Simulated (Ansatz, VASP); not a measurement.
## CdS: VASP beside Ansatz

```
CELL_PARAMETERS angstrom
0.00000 2.91650 2.91650
2.91650 0.00000 2.91650
2.91650 2.91650 0.00000
ATOMIC_POSITIONS crystal
Cd 0.00000 0.00000 0.00000
S 0.75000 0.75000 0.75000
```

Alike in both runs: task single point; functional PBE; dispersion D3(BJ); k mesh 8 × 8 × 8; occupations fermi-dirac, width 0.1 eV; non-collinear spin, spin-orbit coupling.

```csv
,VASP,Ansatz
version,VASP 6.6.1,Ansatz 0.2.0
potentials or method,"VASP PAW PBE potentials, release 64 (Cd, S)",PseudoDojo standard (PBE files)
plane-wave cutoff (eV),520,1388
valence electrons in the cell,18,26
```

Ansatz gave:

```
pressure (GPa)           : 0.7
net moment per atom (μB) : 0.00
```

Q: Which values does VASP return?

A: Pressure (GPa): 0.9; net moment per atom (μB): 0.00.

VASP's potentials hold 18 valence electrons a cell and Ansatz's 26, so a difference there can come from the potentials and not from the codes.
